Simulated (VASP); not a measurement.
## BaZrO3: single point with r2SCAN

BaZrO3:

```
Ba Zr O
1.0
     4.14808    0.00000    0.00000
     0.00000    4.14808    0.00000
     0.00000    0.00000    4.14808
Ba Zr O
1 1 3
Cartesian
  0.0000 0.0000 0.0000
  2.0740 2.0740 2.0740
  0.0000 2.0740 2.0740
  2.0740 0.0000 2.0740
  2.0740 2.0740 0.0000
```

```json
{
 "Program": "VASP 6.6.1",
 "Task": "single point",
 "Functional": "r2SCAN",
 "Potentials or basis": "VASP PAW PBE potentials, release 64 (Ba_sv, Zr_sv, O)",
 "Cutoff": "520 eV",
 "k mesh": "8 × 8 × 8",
 "Occupations": "fermi-dirac, width 0.02 eV",
 "Spin": "no spin polarisation",
 "Dipole correction": "no",
 "Further INCAR settings": "ALGO = Normal; EDIFF = 1e-06; NBANDS = 28"
}
```

```json
{
 "Pressure": "8.5 GPa",
 "Band gap on the k mesh": "3.78 eV (least direct gap 3.98 eV)"
}
```

Levels at points of the mesh, in eV from the valence-band top:
| k point | band 17 | band 18 | band 19 | band 20 | band 21 | band 22 | band 23 | band 24 |
| --- | --- | --- | --- | --- | --- | --- | --- | --- |
| (0.00, 0.00, 0.00) | -1.06 | -0.21 | -0.21 | -0.21 | 3.78 | 3.78 | 3.78 | 5.21 |
| (0.50, 0.00, 0.00) | -1.77 | -1.77 | -0.43 | -0.43 | 4.25 | 6.45 | 6.45 | 7.09 |
| (0.50, 0.50, 0.00) | -0.94 | -0.94 | -0.74 | -0.08 | 6.41 | 6.41 | 7.18 | 7.34 |
| (0.50, 0.50, 0.50) | -2.57 | 0.00 | 0.00 | 0.00 | 6.75 | 6.75 | 6.75 | 7.84 |

Wall time 2.1 min on 1 thread of Intel(R) Xeon(R) Platinum 8259CL CPU @ 2.50GHz (Skylake/Cascade Lake), on a shared host, peak memory 0.23 GiB.

Caveat: the cell stands under pressure; the PAW data sets were made with another functional, which shifts forces and pressure a little; spin-orbit coupling is left out, which moves the levels of the heavy elements. A k mesh can miss the band edges.
